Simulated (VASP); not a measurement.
A run of VASP 6.6.1 is set up as follows.

The input INCAR:

```
  ALGO = Fast
  EDIFF = 1E-6
  ENCUT = 520
  GGA = PE
  ISIF = 2
  ISMEAR = 0
  LASPH = True
  LCHARG = False
  LREAL = False
  LWAVE = False
  NBANDS = 11
  NELM = 80
  PREC = Accurate
  SIGMA = 0.1
```

KPOINTS

```
k-points
0
Gamma
  13 13 14
```

The input POSCAR:

```
Pd
1.0
   -1.5991770000      1.5491200000      1.6284520000
    1.6029660000     -1.5085400000      1.5916620000
    1.5779050000      1.4872690000     -1.5878730000
Pd
1
Direct
    0.0129120000     -0.0010450000     -0.0121700000
```

Potentials or basis: VASP PAW PBE potentials, release 64 (Pd).

The run is started by

```bash
$ cat potpaw_PBE.64/Pd/POTCAR > POTCAR
$ mpirun -np 1 vasp_std > vasp.out
```

Problem. Estimate the band gap on the k mesh.

Solution. Zero (bands 5 and 6 overlap by 1.59 eV).

Problem. What does it give for the pressure?

Solution. -1.0 GPa.

Stress tensor (GPa, compression positive):
```
-1.07  1.38 -0.51
 1.38 -1.31 -2.26
-0.51 -2.26 -0.74
```
